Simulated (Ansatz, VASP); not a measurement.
# SbPt: VASP beside Ansatz

Contents of INCAR:

```
SYSTEM = SbPt
ALGO = Normal ; EDIFF = 1E-8
ENCUT = 520 ; GGA = CA
ISIF = 2 ; ISMEAR = -1
LASPH = .TRUE. ; LCHARG = .FALSE.
LEFG = .TRUE. ; LREAL = .FALSE.
LWAVE = .FALSE. ; NBANDS = 23
NELM = 100 ; PREC = Accurate
SIGMA = 0.08
```

Contents of KPOINTS:

```
k-points
0
G
  11 11 8
  0 0 0
```

POSCAR

```
SbPt
1.0
    4.0456885431      0.0000000000      0.0000000000
   -2.0228442715      3.5036690541      0.0000000000
    0.0000000000      0.0000000000      5.3602951869
Sb Pt
2 2
Direct
    0.3333333333      0.6666666667      0.2500000000
    0.6666666667      0.3333333333      0.7500000000
    0.0000000000      0.0000000000      0.0000000000
    0.0000000000      0.0000000000      0.5000000000
```

Input for Ansatz:

```yaml
crystal:
  lattice:
    - [4.0456885431, 0.0, 0.0]
    - [-2.0228442715, 3.5036690541, 0.0]
    - [0.0, 0.0, 5.3602951869]
  atoms:
    - { symbol: Sb, position: [0.3333333333, 0.6666666667, 0.25] }
    - { symbol: Sb, position: [0.6666666667, 0.3333333333, 0.75] }
    - { symbol: Pt, position: [0.0, 0.0, 0.0] }
    - { symbol: Pt, position: [0.0, 0.0, 0.5] }
kpoints:
  mp_grid: { grid: [11, 11, 8] }
scf:
  occupations: { method: fermi_dirac, width: 0.08 }
hamiltonian:
  xc: lda
  pseudopotentials: { kind: paw }
output:
  forces: true
  stress: true
  eigenvalues: true
  efg: { contact_densities: true }
```

Change from the starting cell: volume scaled by 0.94, PAW files.

Alike in both runs: task electric field gradients; functional LDA; k mesh 11 × 11 × 8; occupations fermi-dirac, width 0.08 eV; no spin polarisation.

|  | VASP | Ansatz |
| --- | --- | --- |
| version | VASP 6.6.1 | Ansatz 0.2.0 |
| potentials or method | VASP PAW LDA potentials, release 64 (Sb, Pt) | PAW with Ansatz's default frozen-core files, scalar-relativistic |
| plane-wave cutoff (eV) | 520 | 420 |
| valence electrons in the cell | 30 | 66 |

Ansatz gave:

```
pressure (GPa)                                                : 10.7
traceless stress, the component that is largest in VASP (GPa) : -0.09
size of Vzz on the site where it differs most (V/Å²)          : 58.3
```

**Question.** What did VASP give for the same quantities?

**Answer.** Pressure (GPa): 11.1; traceless stress, the component that is largest in VASP (GPa): 0.05; size of Vzz on the site where it differs most (V/Å²): 131.3.

LDA's correlation is that of Perdew and Zunger in VASP and of Perdew and Wang (1992) in Ansatz. VASP's potentials hold 30 valence electrons a cell and Ansatz's 66, so a difference there can come from the potentials and not from the codes.

Neither program's run includes spin-orbit coupling.
